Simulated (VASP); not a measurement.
HfB2, 3 atoms in the cell. Symmetry: P6/mmm, No. 191, hexagonal system. The conventional cell has a = 3.140 Å, b = 3.140 Å, c = 3.550 Å, α = 90.00°, β = 90.00°, γ = 120.00°. Hf (site symmetry 6/mmm) has 12 B at 2.54 Å and 6 Hf at 3.14 Å within 3.3 Å. B (site symmetry -6m2) has 3 B at 1.81 Å within 2.4 Å.  This cell differs from its parent crystal: zz strain of +2 %.

* Program: VASP 6.6.1
* Task: electric field gradients
* Functional: PBEsol
* Potentials or basis: VASP PAW PBE potentials, release 64 (Hf_pv, B)
* Cutoff: 520 eV
* k mesh: 13 × 13 × 11
* Occupations: fermi-dirac, width 0.05 eV
* Spin: no spin polarisation
* Dipole correction: no
* Further INCAR settings: ALGO = Normal; EDIFF = 1e-08; NBANDS = 15

Potentials or basis: VASP PAW PBE potentials, release 64 (Hf_pv, B).

Run with:

```sh
$ cat potpaw_PBE.64/Hf_pv/POTCAR potpaw_PBE.64/B/POTCAR > POTCAR
$ mpirun -np 1 vasp_std > vasp.out
```

Hardware: 1 thread of AMD EPYC 7R13 Processor (Zen 3), on a shared host.

**Question.** How long does it take, and how much memory?

**Answer.** Run time: 39 s on 1 thread of AMD EPYC 7R13 Processor (Zen 3) (shared host), peak memory 0.15 GiB. Counts: scf iterations 15, k points 126.
